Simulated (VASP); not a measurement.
# Ru (P2_1/m) in VASP: single point with PBE

Aim: the single point of Ru with PBE.

All numbers are computed with VASP 6.6.1; they aren't measurements. Logs are shortened: lines on timing, memory, paths and dates and some standing lists are left out, and cuts for length are marked.

**1. The cell of the first run**

Symmetry: P2_1/m, No. 11, monoclinic system. Conventional cell: a = 2.671 Å, b = 4.282 Å, c = 2.706 Å, α = 90.00°, β = 118.71°, γ = 90.00°. Within 3.5 Å of Ru (site symmetry m) lie 12 Ru at 2.64 to 2.74 Å.

**2. Single point, PBE**

Contents of INCAR:

```
ALGO = Normal
EDIFF = 1E-6
ENCUT = 500
GGA = PE
GGA_COMPAT = False
ISIF = 2
ISMEAR = 0
LASPH = True
LCHARG = False
LREAL = False
LWAVE = False
NBANDS = 21
NELM = 120
PREC = Accurate
SIGMA = 0.1
```

Contents of KPOINTS:

```
k-points
0
Gamma
  15 15 8
```

Contents of POSCAR:

```
Ru
1.0
    2.7058000000      0.0405870000      0.0000000000
   -1.3177506269      2.3229980400      0.0000000000
    0.0000000000      0.0000000000      4.2819000000
Ru
2
Direct
    0.3333333333      0.6666666667      0.2500000000
    0.6666666667      0.3333333333      0.7500000000
```

Potentials or basis: VASP PAW PBE potentials, release 64 (Ru_pv).

Launch:

```sh
cat potpaw_PBE.64/Ru_pv/POTCAR > POTCAR
mpirun -np 1 vasp_std > vasp.out
```

OUTCAR:

```text
EDIFF = 1E-6
   ENCUT = 500
   GGA = PE
   ISIF = 2
   ISMEAR = 0
   LASPH = True
   LREAL = False
   NELM = 120
   PREC = Accurate

 ion  position               nearest neighbor table
   1  0.333  0.667  0.250-   2 2.64   2 2.64   2 2.65   2 2.65   2 2.66   2 2.66
   2  0.667  0.333  0.750-   1 2.64   1 2.64   1 2.65   1 2.65   1 2.66   1 2.66

  Warning from LATTYP: Monoclinic adjustment (A1->A3, A2->A1, A3->A2)!
  LATTYP: Found a simple monoclinic cell.
 ALAT       =     2.6707277301
 B/A-ratio  =     1.6032708807
 C/A-ratio  =     1.0132460733
 COS(beta)  =    -0.4803040532

  Lattice vectors:

 A1 = (  -1.3177506269,   2.3229980400,   0.0000000000)
 A2 = (   0.0000000000,   0.0000000000,   4.2819000000)
 A3 = (   2.7058000000,   0.0405870000,   0.0000000000)

Analysis of symmetry for initial positions (statically):
=====================================================================
 Subroutine PRICEL returns:
 Original cell was already a primitive cell.

 Routine SETGRP: Setting up the symmetry group for a
 simple monoclinic supercell.

 Subroutine GETGRP returns: Found  4 space group operations
 (whereof  2 operations were pure point group operations)
 out of a pool of  4 trial point group operations.

The static configuration has the point symmetry S_2 .
 The point group associated with its full space group is C_2h.

Analysis of symmetry for dynamics (positions and initial velocities):
=====================================================================
 Subroutine PRICEL returns:
 Original cell was already a primitive cell.

 Routine SETGRP: Setting up the symmetry group for a
 simple monoclinic supercell.

 Subroutine GETGRP returns: Found  4 space group operations
 (whereof  2 operations were pure point group operations)
 out of a pool of  4 trial point group operations.

The dynamic configuration has the point symmetry S_2 .
 The point group associated with its full space group is C_2h.

 Subroutine INISYM returns: Found  4 space group operations
 (whereof  2 operations are pure point group operations),
 and found     1 'primitive' translations

----------------------------------------------------------------------------------------

                                     Primitive cell

  volume of cell :      27.1432

  direct lattice vectors                    reciprocal lattice vectors
     2.705800000  0.040587000  0.000000000     0.366458292  0.207878197  0.000000000
    -1.317750627  2.322998040  0.000000000    -0.006402693  0.426846183  0.000000000
     0.000000000  0.000000000  4.281900000     0.000000000  0.000000000  0.233541185

  length of vectors
     2.706104385  2.670727730  4.281900000     0.421313452  0.426894201  0.233541185

  position of ions in fractional coordinates (direct lattice)
     0.333333333  0.666666667  0.250000000
     0.666666667  0.333333333  0.750000000

  ion indices of the primitive-cell ions
   primitive index   ion index
                 1           1
                 2           2

----------------------------------------------------------------------------------------

 KPOINTS: k-points

Automatic generation of k-mesh.
 Grid dimensions read from file:
 generate k-points for:   15   15    8

 Generating k-lattice:

  Cartesian coordinates                     Fractional coordinates (reciprocal lattice)
     0.024430553  0.013858546  0.000000000     0.066666667  0.000000000  0.000000000
    -0.000426846  0.028456412  0.000000000     0.000000000  0.066666667  0.000000000
     0.000000000  0.000000000  0.029192648     0.000000000  0.000000000  0.125000000

  Length of vectors
     0.028087563  0.028459613  0.029192648

  Shift w.r.t. Gamma in fractional coordinates (k-lattice)
     0.000000000  0.000000000  0.000000000

 Subroutine IBZKPT returns following result:
 ===========================================

 Found    565 irreducible k-points:

 Following reciprocal coordinates:
            Coordinates               Weight
  0.000000  0.000000  0.000000      1.000000
  0.066667  0.000000  0.000000      2.000000
  0.133333  0.000000  0.000000      2.000000
  0.200000  0.000000  0.000000      2.000000
  0.266667  0.000000  0.000000      2.000000
  0.333333  0.000000  0.000000      2.000000
[... 16 lines left out ...]
 -0.066667  0.066667  0.000000      2.000000
  0.000000  0.133333  0.000000      2.000000
 [... further k-points ...]
   k-points           NKPTS =    565   k-points in BZ     NKDIM =    565   number of bands    NBANDS=     21
   number of dos      NEDOS =    301   number of ions     NIONS =      2
   total plane-waves  NPLWV =  12800
   dimension x,y,z NGX =    20 NGY =   20 NGZ =   32
   dimension x,y,z NGXF=    40 NGYF=   40 NGZF=   64
   ions per type =               2
   NGX,Y,Z   is equivalent  to a cutoff of  12.29, 12.45, 12.42 a.u.
   NGXF,Y,Z  is equivalent  to a cutoff of  24.57, 24.90, 24.85 a.u.
 SYSTEM =  unknown system
   PREC   = accura    normal or accurate (medium, high low for compatibility)
   ISTART =      0    job   : 0-new  1-cont  2-samecut
   ICHARG =      2    charge: 1-file 2-atom 10-const
   ISPIN  =      1    spin polarized calculation?
   LNONCOLLINEAR =      F non collinear calculations
   LSORBIT =      F    spin-orbit coupling
   LASPH  =      T    aspherical Exc in radial PAW
   ENCUT  =  500.0 eV  36.75 Ry    6.06 a.u.   4.93  4.87  7.81*2*pi/ulx,y,z
   NELM   =    120;   NELMIN=  2; NELMDL= -5     # of ELM steps
   EDIFF  = 0.1E-05   stopping-criterion for ELM
   LREAL  =      F    real-space projection
   EDIFFG = 0.1E-04   stopping-criterion for IOM
   NSW    =      0    number of steps for IOM
   IBRION =     -1    ionic relax: 0-MD 1-quasi-New 2-CG
   NFREE  =      0    steps in history (QN), initial steepest desc. (CG)
   ISIF   =      2    stress and relaxation
   ISYM   =      2    0-nonsym 1-usesym 2-fastsym
   POTIM  = 0.5000    time-step for ionic-motion
   TEBEG  =    0.0;   TEEND  =   0.0 temperature during run
   PSTRESS=    0.0 pullay stress
   NELECT =      28.0000    total number of electrons
   NUPDOWN=      -1.0000    fix difference up-down
   EMIN   =  10.00;   EMAX   =-10.00  energy-range for DOS
   EFERMI =   0.00;   METHOD = LEGACY
   ISMEAR =     0;   SIGMA  =   0.10  broadening in eV -4-tet -1-fermi 0-gaus
   EFERMI_NEDOS =   21; number of points for ismear=-14 and -15
   IALGO  =     38    algorithm
   IMIX   =      4    mixing-type and parameters
     AMIX     =   0.40;   BMIX     =  1.00
     AMIX_MAG =   1.60;   BMIX_MAG =  1.00
  volume/ion in A,a.u.               =      13.57        91.59
  Fermi-wavevector in a.u.,A,eV,Ry     =   1.654146  3.125883 37.228259  2.736200
  Thomas-Fermi vector in A             =   2.742463
   LORBIT       =      0    0 simple, 1 ext, 2 COOP (PROOUT), +10 PAW based schemes
   GGA     = PE    functional components
   LHFCALC =     F    Hartree Fock is set to
   AEXX    =    0.0000 exact exchange contribution
   IVDW    =     0    specifies the selected vdW correction
   LEPSILON=     F    determine dielectric tensor
   LRPA    =     F    only Hartree local field effects (RPA)
 non-spin polarized calculation
 Gauss-broadening in eV      SIGMA  =   0.10
  energy-cutoff  :      500.00
  volume of cell :       27.14
 maximum number of plane-waves:       705
   NGX =  9   NGY =  9   NGZ = 15

 number of electron      28.0000005 magnetization

 Free energy of the ion-electron system (eV)
  ---------------------------------------------------
  ext. energy  EPLUGINS =         0.00000000
  ---------------------------------------------------
  free energy    TOTEN  =       -18.45569851 eV

  energy without entropy =      -18.44801580  energy(sigma->0) =      -18.45185716

 E-fermi :  12.8491     XC(G=0): -14.1217

 val. band max:       12.8456882401   @ k =   0.0667   0.4000   0.5000
 cond. band min:      12.8502053208   @ k =  -0.3333   0.0667   0.0000
 fundamental gap:      0.0045170807
 Fermi energy:        12.8491375088

 k-point     1 :       0.0000    0.0000    0.0000
  band No.  band energies     occupation
      1     -30.8007      2.00000
      2     -29.8839      2.00000
      3     -29.8507      2.00000
      4     -29.7147      2.00000
      5     -29.6796      2.00000
      6     -29.6559      2.00000
[... 13 lines left out ...]
     20      23.2692      0.00000
     21      23.2983      0.00000

 k-point     2 :       0.0667    0.0000    0.0000
  band No.  band energies     occupation
      1     -30.7861      2.00000
      2     -29.9136      2.00000
      3     -29.8615      2.00000
      4     -29.7457      2.00000
      5     -29.6846      2.00000
      6     -29.6629      2.00000
[... 13 lines left out ...]
     20      23.2692      0.00000
     21      23.2937      0.00000

 k-point     3 :       0.1333    0.0000    0.0000
  band No.  band energies     occupation
      1     -30.7437      2.00000
      2     -30.0001      2.00000
      3     -29.8893      2.00000
      4     -29.8351      2.00000
      5     -29.6965      2.00000
      6     -29.6839      2.00000
[... 13 lines left out ...]
     20      23.2692      0.00000
     21      23.2849      0.00000

 k-point     4 :       0.2000    0.0000    0.0000
  band No.  band energies     occupation
      1     -30.6771      2.00000
      2     -30.1284      2.00000
      3     -29.9648      2.00000
      4     -29.9278      2.00000
      5     -29.7188      2.00000
      6     -29.7141      2.00000
[... 13 lines left out ...]
     20      23.2691      0.00000
     21      23.2785      0.00000

 k-point     5 :       0.2667    0.0000    0.0000
  band No.  band energies     occupation
      1     -30.5928      2.00000
      2     -30.2758      2.00000
      3     -30.1098      2.00000
      4     -29.9705      2.00000
      5     -29.7666      2.00000
      6     -29.7354      2.00000
[... 13 lines left out ...]
     20      23.2690      0.00000
     21      23.2746      0.00000
[... 382 lines left out ...]
     20      23.2692      0.00000
     21      23.2809      0.00000

 k-point    22 :      -0.1333    0.0667    0.0000
  band No.  band energies     occupation
      1     -30.7558      2.00000
      2     -29.9620      2.00000
      3     -29.9020      2.00000
      4     -29.7917      2.00000
      5     -29.7102      2.00000
      6     -29.6769      2.00000
[... 13 lines left out ...]
     20      23.2692      0.00000
     21      23.2879      0.00000

 k-point    23 :      -0.0667    0.0667    0.0000
  band No.  band energies     occupation
      1     -30.7849      2.00000
      2     -29.8983      2.00000
      3     -29.8824      2.00000
      4     -29.7252      2.00000
      5     -29.7097      2.00000
      6     -29.6629      2.00000
[... 13 lines left out ...]
     20      23.2692      0.00000
     21      23.2945      0.00000

 k-point    24 :       0.0000    0.1333    0.0000
  band No.  band energies     occupation
      1     -30.7411      2.00000
      2     -29.9917      2.00000
      3     -29.9091      2.00000
      4     -29.8258      2.00000
      5     -29.7150      2.00000
      6     -29.6839      2.00000
[... 13 lines left out ...]
     20      23.2692      0.00000
     21      23.2857      0.00000

 [... further k-points ...]

------------------------ aborting loop because EDIFF is reached ----------------------------------------

  FORCE on cell =-STRESS in cart. coord.  units (eV):
  Direction    XX          YY          ZZ          XY          YZ          ZX
  --------------------------------------------------------------------------------------
  -------------------------------------------------------------------------------------
  Total        0.8245023      0.8684622      0.6886459     -1.0563104      0.0000000      0.0000000
  in kB       48.6677935     51.2626083     40.6486149    -62.3507000      0.0000000      0.0000000
  external PRESSURE =      46.8596723 kB  Pullay stress =       0.0000000 kB

 VOLUME and BASIS-vectors are now :
 -----------------------------------------------------------------------------
  energy-cutoff  :      500.00
  volume of cell :       27.14
      direct lattice vectors                 reciprocal lattice vectors
     2.705800000  0.040587000  0.000000000     0.366458292  0.207878197  0.000000000
    -1.317750627  2.322998040  0.000000000    -0.006402693  0.426846183  0.000000000
     0.000000000  0.000000000  4.281900000     0.000000000  0.000000000  0.233541185

 POSITION                                       TOTAL-FORCE (eV/Angst)
 -----------------------------------------------------------------------------------
      0.02343      1.56219      1.07048        -0.113208      0.000614      0.000000
      1.36462      0.80139      3.21143         0.113208     -0.000614      0.000000
 -----------------------------------------------------------------------------------
    total drift:                               -0.000000      0.000000     -0.000000

  FREE ENERGIE OF THE ION-ELECTRON SYSTEM (eV)
  ---------------------------------------------------
  free  energy   TOTEN  =       -18.4556985088 eV

  energy  without entropy=      -18.4480158014  energy(sigma->0) =      -18.45185716
```

Wall time 4.9 min (1 thread of AMD EPYC 7R13, shared host); peak memory 0.3 GiB.

Results:

```
Free energy            : -18.4557 eV
Pressure               : 4.7 GPa
Largest force          : 0.113 eV/Å
Band gap on the k mesh : zero (band 14 reaches 14.46 eV, above the bottom of band 15 at 11.18 eV)
```

Forces in eV/Å, atoms in the order of the input:
```
Ru  -0.113  0.001  0.000
Ru   0.113 -0.001  0.000
```
